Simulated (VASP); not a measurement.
Set up this calculation in VASP 6.6.1, as the native input.

| Property | Result |
| --- | --- |
| Task | relaxation of cell and atoms |
| Functional | r2SCAN |
| Potentials or basis | VASP PAW PBE potentials, release 64 (Cs_sv) |
| Cutoff | 600 eV |
| k mesh | 10 × 10 × 10 |
| Occupations | gaussian, width 0.1 eV |
| Spin | no spin polarisation |
| Dipole correction | no |
| Further INCAR settings | ALGO = Normal; EDIFF = 1e-06; IBRION = 2; EDIFFG = -0.01; NSW = 80; ISIF = 3 |

Crystal: Cs.

```
Cs
1.0
     0.00000    3.43666    3.43666
     3.43666    0.00000    3.43666
     3.43666    3.43666    0.00000
Cs
1
Direct
  0.00000 0.00000 0.00000
```

This isn't the form of Cs at room conditions, which is bcc.

These files were run (other wordings do the same):

POSCAR

```
Cs
1.0
    0.0000000000      3.4366582551      3.4366582551
    3.4366582551      0.0000000000      3.4366582551
    3.4366582551      3.4366582551      0.0000000000
Cs
1
Direct
    0.0000000000      0.0000000000      0.0000000000
```

INCAR.step1

```
SYSTEM = Cs
PREC     = Accurate       ! precision mode
ENCUT    = 600            ! plane-wave cutoff, eV
ISMEAR   = 0              ! smearing method
SIGMA    = 0.1            ! smearing width, eV
LREAL    = .False.        ! projectors in reciprocal space
LASPH    = .True.         ! aspherical terms in the spheres
NELM     = 60             ! most SCF steps
GGA      = PE             ! functional
ALGO     = Normal         ! electronic algorithm
EDIFF    = 1E-4           ! SCF threshold, eV
LWAVE    = .True.         ! write WAVECAR
LCHARG   = .False.        ! write CHGCAR
```

INCAR.step2

```
SYSTEM = Cs
PREC     = Accurate       ! precision mode
ENCUT    = 600            ! plane-wave cutoff, eV
EDIFF    = 1E-6           ! SCF threshold, eV
ISMEAR   = 0              ! smearing method
SIGMA    = 0.1            ! smearing width, eV
LREAL    = .False.        ! projectors in reciprocal space
LASPH    = .True.         ! aspherical terms in the spheres
NELM     = 60             ! most SCF steps
ALGO     = Normal         ! electronic algorithm
ISIF     = 3              ! what is computed and relaxed
LWAVE    = .False.        ! write WAVECAR
LCHARG   = .False.        ! write CHGCAR
METAGGA  = R2SCAN         ! meta-GGA
LMIXTAU  = .True.       
IBRION   = 2              ! ionic algorithm
NSW      = 80             ! ionic steps
EDIFFG   = -0.01          ! ionic threshold
ISTART   = 1
```

KPOINTS

```
Automatic mesh
0
Gamma
  10 10 10
  0 0 0
```

Potentials or basis: VASP PAW PBE potentials, release 64 (Cs_sv).

Run with:

```bash
$ cat potpaw_PBE.64/Cs_sv/POTCAR > POTCAR
$ cp INCAR.step1 INCAR
$ mpirun -np 1 vasp_std > vasp.out
$ cp INCAR.step2 INCAR
$ mpirun -np 1 vasp_std > vasp.out
```

It gave:

```yaml
Relaxed_volume: 122.76 Å³/atom
Relaxed_cell: a = 5.579 Å, b = 5.579 Å, c = 5.579 Å, α = 60.00°, β = 60.00°, γ = 60.00°
Space_group_after_relaxing_to_0.1_Å: Fm-3m (No. 225)
Energy_gained_by_relaxing: 147.3 meV/atom
Ionic_steps: 4
Pressure_after_relaxing: 0.0 GPa
Band_gap_on_the_k_mesh: zero (an odd number of electrons rules out a gap without spin polarisation)
```

Caveat: the volume moved by over 15 % at a fixed basis, so the end points are rough; the PAW data sets were made with another functional, which shifts forces and pressure a little; spin-orbit coupling is left out, which moves the levels of the heavy elements.

It took 18 min on 1 thread of Intel Xeon 8259CL, with other jobs on the host, peak memory 0.28 GiB.
